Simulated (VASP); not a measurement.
Input of a VASP 6.6.1 run:

Contents of INCAR:

```
  PREC = Accurate
  ENCUT = 520
  EDIFF = 1E-6
  ISMEAR = -1
  SIGMA = 0.05
  LREAL = F
  LASPH = T
  NELM = 100
  ALGO = Normal
  ISIF = 2
  LWAVE = F
  LCHARG = T
  GGA = PE
  LELF = T
  LVHAR = T
  NBANDS = 34
```

The input KPOINTS:

```
regular mesh
0
Gamma
  7 8 3
```

POSCAR

```
NaMgCu2O3
1.0
    3.5934100000      0.0000000000      0.0000000000
    0.0000000000      3.1267000000      0.0000000000
   -0.1213100000      0.0000000000      7.7776900000
Na Mg Cu O
1 1 2 3
Direct
    0.0000000000      0.5000000000      0.0000000000
    0.0000000000      0.5000000000      0.5000000000
    0.4915200000      0.0000000000      0.7553000000
    0.5084800000      0.0000000000      0.2447000000
    0.0125900000      0.0000000000      0.3292100000
    0.5000000000      0.0000000000      0.0000000000
    0.9874100000      0.0000000000      0.6707900000
```

Potentials or basis: VASP PAW PBE potentials, release 64 (Na_pv, Mg, Cu, O).

Run with:

```bash
$ cat potpaw_PBE.64/Na_pv/POTCAR potpaw_PBE.64/Mg/POTCAR potpaw_PBE.64/Cu/POTCAR potpaw_PBE.64/O/POTCAR > POTCAR
$ mpirun -np 1 vasp_std > vasp.out
```

Q: What does it give for the pressure?

A: 0.6 GPa.

Q: What does it give for the largest force?

A: 0.065 eV/Å.

Forces in eV/Å, atoms in the order of the input:
```
Na   0.000  0.000  0.000
Mg   0.000  0.000  0.000
Cu   0.000  0.000 -0.035
Cu   0.000  0.000  0.035
O   -0.048  0.000  0.044
O    0.000  0.000  0.000
O    0.048  0.000 -0.044
```

Caveat: an odd number of electrons without spin polarisation forces a metal; a magnetic or distorted state may lie lower.
